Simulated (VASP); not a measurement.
Write the native input for VASP 6.6.1 that does the following.

- Task: single point
- Functional: PBE
- Potentials or basis: VASP PAW PBE potentials, release 64 (Rb_sv, Nb_sv, P)
- Cutoff: 520 eV
- k mesh: 6 × 6 × 2
- Occupations: gaussian, width 0.1 eV
- Spin: no spin polarisation
- Dipole correction: no
- Further INCAR settings: ALGO = Normal; EDIFF = 1e-06; NBANDS = 24

The structure of RbNbP2 lies in POSCAR:

```
RbNbP2
1.0
    3.6159874948      0.0000000000      0.0000000000
   -1.8079937474      3.1315370303      0.0000000000
    0.0000000000      0.0000000000      8.2103528012
Rb Nb P
1 1 2
Direct
    0.0000000000      0.0000000000      0.0000000000
    0.0000000000      0.0000000000      0.5000000000
    0.3333333333      0.6666666667      0.6802375838
    0.6666666667      0.3333333333      0.3197624162
```

These files were run (other wordings do the same):

INCAR

```
SYSTEM = RbNbP2
  PREC = Accurate
  ENCUT = 520
  EDIFF = 1E-6
  ISMEAR = 0
  SIGMA = 0.1
  LREAL = .False.
  LASPH = .True.
  NELM = 80
  ALGO = Normal
  ISIF = 2
  LWAVE = .False.
  LCHARG = .False.
  GGA = PE
  NBANDS = 24
```

KPOINTS

```
regular mesh
0
Gamma
  6 6 2
  0 0 0
```

Potentials or basis: VASP PAW PBE potentials, release 64 (Rb_sv, Nb_sv, P).

The run is started by

```console
$ cat potpaw_PBE.64/Rb_sv/POTCAR potpaw_PBE.64/Nb_sv/POTCAR potpaw_PBE.64/P/POTCAR > POTCAR
$ mpirun -np 1 vasp_std > vasp.out
```

It gave:

```
Pressure               : -0.1 GPa
Largest force          : 0.019 eV/Å
Band gap on the k mesh : zero (bands 16 and 17 overlap by 0.39 eV)
```

Caveat: the k points lie up to 0.38 Å⁻¹ apart.

It took 42 s on 1 thread of Oxide Virtual Turin-like Processor (shared host), peak memory 0.19 GiB.
